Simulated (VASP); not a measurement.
W6C: single point with PBE

Crystal: W6C.

```
W C
1.0
    -3.17910    3.17910    3.17910
     3.17910   -3.17910    3.17910
     3.17910    3.17910   -3.17910
W C
6 1
Direct
  0.68810 0.68810 0.00000
  0.31190 0.31190 0.00000
  0.00000 0.31190 0.31190
  0.00000 0.68810 0.68810
  0.68810 0.00000 0.68810
  0.31190 0.00000 0.31190
  0.00000 0.00000 0.00000
```

| Property | Result |
| --- | --- |
| Program | VASP 6.6.1 |
| Task | single point |
| Functional | PBE |
| Potentials or basis | VASP PAW PBE potentials, release 64 (W_sv, C) |
| Cutoff | 520 eV |
| k mesh | 8 × 8 × 8 |
| Occupations | gaussian, width 0.1 eV |
| Spin | no spin polarisation |
| Dipole correction | no |
| Further INCAR settings | ALGO = Normal; EDIFF = 1e-06; NBANDS = 53 |

The pressure is 0.8 GPa, the largest force is 0.052 eV/Å and the band gap on the k mesh is zero (band 44 reaches 8.21 eV, above the bottom of band 45 at 7.12 eV).

Forces in eV/Å, atoms in the order of the input:
```
W    0.000  0.000  0.052
W    0.000  0.000 -0.052
W   -0.052  0.000  0.000
W    0.052  0.000  0.000
W    0.000  0.052  0.000
W    0.000 -0.052  0.000
C    0.000  0.000  0.000
```

Levels at points of the mesh, in eV from the Fermi level:
| k point | band 41 | band 42 | band 43 | band 44 | band 45 | band 46 | band 47 | band 48 |
| --- | --- | --- | --- | --- | --- | --- | --- | --- |
| (0.00, 0.00, 0.00) | -1.01 | -1.01 | -0.38 | -0.38 | -0.38 | -0.09 | 0.14 | 0.14 |
| (0.50, 0.00, 0.00) | -0.81 | -0.81 | -0.78 | 0.20 | 0.65 | 0.68 | 1.16 | 1.33 |
| (0.50, 0.50, 0.50) | -1.44 | -1.44 | -0.84 | -0.84 | -0.84 | -0.52 | 0.36 | 0.36 |

Wall time 2.1 min on 1 thread of Intel(R) Xeon(R) 6975P-C (Granite Rapids), on a shared host, peak memory 0.32 GiB.

Caveat: spin-orbit coupling is left out, which moves the levels of the heavy elements.
